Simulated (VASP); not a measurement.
Here is a VASP 6.6.1 calculation.

The input INCAR:

```
SYSTEM = Lu
PREC = Accurate ; ENCUT = 520
EDIFF = 1E-6 ; ISMEAR = -1
SIGMA = 0.1 ; LREAL = .FALSE.
LASPH = .TRUE. ; NELM = 60
ALGO = Normal ; ISIF = 2
LWAVE = .FALSE. ; LCHARG = .TRUE.
GGA = PE ; LELF = .TRUE.
LVHAR = .TRUE. ; NBANDS = 32
```

File KPOINTS:

```
Automatic mesh
0
G
  17 17 10
  0 0 0
```

POSCAR

```
Lu
1.0
    3.6420993738      0.0000000000      0.0000000000
   -1.8210496869      3.1541505808      0.0000000000
    0.0000000000      0.0000000000      5.6881580314
Lu
2
Direct
    0.3333333333      0.6666666667      0.2500000000
    0.6666666667      0.3333333333      0.7500000000
```

Potentials or basis: VASP PAW PBE potentials, release 64 (Lu).

Command:

```sh
$ cat potpaw_PBE.64/Lu/POTCAR > POTCAR
$ mpirun -np 1 vasp_std > vasp.out
```

(1) Predict the pressure.

(2) Predict the band gap on the k mesh.

Answers

(1) -4.2 GPa.

(2) zero (bands 25 and 26 overlap by 1.65 eV).

Caveat: the cell stands under tension; spin-orbit coupling is left out, which moves the levels of the heavy elements.
